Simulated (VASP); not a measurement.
WS2 (Tungstenite), 3 atoms in the cell. Symmetry: R3m, No. 160, trigonal system. Conventional cell: a = 3.200 Å, b = 3.200 Å, c = 18.733 Å, α = 90.00°, β = 90.00°, γ = 120.00°. W (site symmetry 3m) has 6 S at 2.42 to 2.45 Å and 6 W at 3.20 Å within 3.2 Å. Within 3.2 Å of S (site symmetry 3m) lie 3 W at 2.45 Å and 7 S at 3.17 to 3.20 Å. S (site symmetry 3m) has 3 W at 2.42 Å and 7 S at 3.17 to 3.20 Å within 3.2 Å.  This cell differs from its parent crystal: volume scaled by 1.04.

- Program: VASP 6.6.1
- Task: single point
- Functional: PBEsol
- Potentials or basis: VASP PAW PBE potentials, release 64 (W_sv, S)
- Cutoff: 520 eV
- k mesh: 10 × 10 × 10
- Occupations: fermi-dirac, width 0.05 eV
- Spin: no spin polarisation
- Dipole correction: no
- Further INCAR settings: ALGO = Normal; EDIFF = 1e-07; NBANDS = 20

Potentials or basis: VASP PAW PBE potentials, release 64 (W_sv, S).

Run with:

```console
$ cat potpaw_PBE.64/W_sv/POTCAR potpaw_PBE.64/S/POTCAR > POTCAR
$ mpirun -np 1 vasp_std > vasp.out
```

Hardware: 1 thread of Intel(R) Xeon(R) 6975P-C (Granite Rapids) (shared host).

Problem. Estimate the wall time of this run.

Solution. Wall time 3.2 min on 1 thread of Intel(R) Xeon(R) 6975P-C (Granite Rapids), with other jobs on the host, peak memory 0.38 GiB. Counts: scf iterations 15, k points 116.
